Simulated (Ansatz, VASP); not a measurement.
## HfO2 in VASP and in Ansatz

Contents of POSCAR:

```
HfO2
1.0
    5.2288996059      0.0000000000      0.0000000000
    0.0000000000      5.0179112798      0.0000000000
    0.0000000000      0.0000000000      5.0422344741
Hf O
4 8
Direct
    0.0131589540      0.2570203234      0.2195258611
    0.4868410470      0.2570203234      0.7195258611
    0.5131589540      0.7429796746      0.2195258611
    0.9868410470      0.7429796746      0.7195258611
    0.3277503740      0.0620545556      0.3906510752
    0.1722496270      0.0620545556      0.8906510752
    0.7741357788      0.4505040047      0.5028230636
    0.7258642222      0.4505040047      1.0028230636
    0.2258642222      0.5494959993      1.0028230636
    0.2741357728      0.5494959993      0.5028230636
    0.8277503740      0.9379454424      0.3906510752
    0.6722496270      0.9379454424      0.8906510752
```

The input INCAR.step1:

```
ALGO     = Normal         # electronic algorithm
EDIFF    = 1E-4           # SCF threshold, eV
ENCUT    = 520            # plane-wave cutoff, eV
GGA      = PE             # functional
ISMEAR   = 0              # smearing method
LASPH    = T              # aspherical terms in the spheres
LCHARG   = F              # write CHGCAR
LREAL    = F              # projectors in reciprocal space
LWAVE    = T              # write WAVECAR
NBANDS   = 56             # bands
NELM     = 100            # most SCF steps
PREC     = Accurate       # precision mode
SIGMA    = 0.01           # smearing width, eV
```

File INCAR.step2:

```
ALGO     = Normal         # electronic algorithm
EDIFF    = 1E-6           # SCF threshold, eV
ENCUT    = 520            # plane-wave cutoff, eV
ISIF     = 2              # what is computed and relaxed
ISMEAR   = 0              # smearing method
ISTART   = 1            
LASPH    = T              # aspherical terms in the spheres
LCHARG   = T              # write CHGCAR
LELF     = T              # ELF
LMIXTAU  = T            
LREAL    = F              # projectors in reciprocal space
LVHAR    = T            
LWAVE    = F              # write WAVECAR
METAGGA  = R2SCAN         # meta-GGA
NBANDS   = 56             # bands
NELM     = 100            # most SCF steps
PREC     = Accurate       # precision mode
SIGMA    = 0.01           # smearing width, eV
```

File KPOINTS:

```
k-points
0
Gamma
  6 6 6
```

Input for Ansatz:

```yaml
crystal:
  lattice:
    - [5.2288996059, 0.0, 0.0]
    - [0.0, 5.0179112798, 0.0]
    - [0.0, 0.0, 5.0422344741]
  atoms:
    - { symbol: Hf, position: [0.013158954, 0.2570203234, 0.2195258611] }
    - { symbol: Hf, position: [0.486841047, 0.2570203234, 0.7195258611] }
    - { symbol: Hf, position: [0.513158954, 0.7429796746, 0.2195258611] }
    - { symbol: Hf, position: [0.986841047, 0.7429796746, 0.7195258611] }
    - { symbol: O, position: [0.327750374, 0.0620545556, 0.3906510752] }
    - { symbol: O, position: [0.172249627, 0.0620545556, 0.8906510752] }
    - { symbol: O, position: [0.7741357788, 0.4505040047, 0.5028230636] }
    - { symbol: O, position: [0.7258642222, 0.4505040047, 1.0028230636] }
    - { symbol: O, position: [0.2258642222, 0.5494959993, 1.0028230636] }
    - { symbol: O, position: [0.2741357728, 0.5494959993, 0.5028230636] }
    - { symbol: O, position: [0.827750374, 0.9379454424, 0.3906510752] }
    - { symbol: O, position: [0.672249627, 0.9379454424, 0.8906510752] }
basis:
  ecutwfc: 500
  xc_grid: 2
kpoints:
  mp_grid: { grid: [6, 6, 6] }
hamiltonian:
  xc: r2scan
  pseudopotentials: { kind: paw, azcp: { folder: soft_1 } }
scf:
  occupations: { method: fixed }
output:
  forces: true
  stress: true
  eigenvalues: true
  polarization: {}
```

Change from the starting cell: polar distortion scaled by 0.40.

Alike in both runs: task single point; functional r2SCAN; k mesh 6 × 6 × 6; no spin polarisation.

```csv
,VASP,Ansatz
version,VASP 6.6.1,Ansatz 0.2.0
potentials or method,"VASP PAW PBE potentials, release 64 (Hf_pv, O), cutoff 520 eV","scalar-relativistic, plane waves, PAW"
occupations,"gaussian, width 0.01 eV",fixed
valence electrons in the cell,88,152
```

Ansatz gave:

| Item | Value |
| --- | --- |
| gap on the k mesh at the Fermi level (eV) | 4.64 |
| least direct gap on the mesh (eV) | 5.16 |
| pressure (GPa) | 5.7 |
| traceless stress, the component that is largest in VASP (GPa) | -6.40 |
| rms of the force components (eV/Å) | 0.460 |

**Question.** Estimate VASP's values.

**Answer.** gap on the k mesh at the Fermi level (eV): 4.58; least direct gap on the mesh (eV): 5.11; pressure (GPa): 1.9; traceless stress, the component that is largest in VASP (GPa): -6.62; rms of the force components (eV/Å): 0.445.

VASP's potentials were made for PBE, not for r2SCAN. Atom by atom the forces differ by 0.024 eV/Å (rms over components). VASP's potentials hold 88 valence electrons a cell and Ansatz's 152, so a difference there can come from the potentials and not from the codes.

Spin-orbit coupling is off throughout.
